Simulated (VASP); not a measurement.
Runs of VASP 6.6.1 on Zn. The structure is that of space group P6_3/mmc (No. 194), or close to it. The cells are those of the table. 

```tsv
cell	gap on the mesh (eV)	pressure (GPa)
a = 2.569, b = 2.594, c = 5.003 Å, angles 90.0, 90.0, 119.7°, 2 atoms	none	(a)
a = 2.647, b = 2.647, c = 4.931 Å, angles 90.0, 90.0, 120.0°, 2 atoms	none	-2.9
a = 2.569, b = 2.595, c = 4.987 Å, angles 90.0, 90.0, 119.7°, 2 atoms	none	1.4
a = 2.621, b = 2.621, c = 4.905 Å, angles 90.0, 90.0, 120.0°, 2 atoms	none	-0.6
a = 2.621, b = 2.621, c = 4.961 Å, angles 90.0, 90.0, 120.0°, 2 atoms	none	(b)
```

Alike in all rows: task single point; level r2SCAN; potentials or basis VASP PAW PBE potentials, release 64 (Zn); no spin polarisation; k mesh 24 × 24 × 10; cutoff (eV) 520; smearing gaussian 0.1 eV.

Problem. Fill in the values left out.

Solution. (a) 1.3; (b) -1.2.

Caveats: the PAW data sets were made with another functional, which shifts forces and pressure a little.

A gap of «none» marks levels without a gap at the run's occupations.
